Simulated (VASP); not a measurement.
The system is GaMo.

```
Ga Mo
1.0
     4.03722    0.00000    0.00000
    -2.01861    3.49634    0.00000
     0.00000    0.00000    4.90055
Ga Mo
2 2
Direct
  0.00000 0.00000 0.00000
  0.00000 0.00000 0.50000
  0.33333 0.66667 0.25000
  0.66667 0.33333 0.75000
```

The cell was generated, and may not be a known phase.

- Program: VASP 6.6.1
- Task: relaxation of cell and atoms
- Functional: PBE
- Potentials or basis: VASP PAW PBE potentials, release 64 (Ga_d, Mo_sv)
- Cutoff: 600 eV
- k mesh: 6 × 6 × 4
- Occupations: gaussian, width 0.2 eV
- Spin: no spin polarisation

At the start: pressure -1.7 GPa; volume 17.29 Å³/atom.

Where does the relaxation end?

Over 5 steps the energy falls by 37.3 meV/atom and the volume is 17.11 Å³/atom (-1.1 %); space group P6_3/mmc (No. 194, to 0.1 Å) before and after.

The path:
| step | energy change (eV) | largest force (eV/Å) | pressure (GPa) | volume (Å³) |
| --- | --- | --- | --- | --- |
| 1 | 0.0000 | 0.0000 | -1.68 | 69.17 |
| 2 | -0.1146 | 0.0000 | 2.32 | 67.30 |
| 3 | -0.1198 | 0.0000 | 3.83 | 66.67 |
| 4 | -0.1335 | 0.0000 | -2.96 | 69.77 |
| 5 | -0.1490 | 0.0000 | -0.27 | 68.43 |

Final structure:
```
CELL_PARAMETERS angstrom
3.89070 0.00000 0.00000
-1.94535 3.36944 0.00000
0.00000 0.00000 5.22023
ATOMIC_POSITIONS crystal
Ga 0.00000 0.00000 0.00000
Ga 0.00000 0.00000 0.50000
Mo 0.33333 0.66667 0.25000
Mo 0.66667 0.33333 0.75000
```
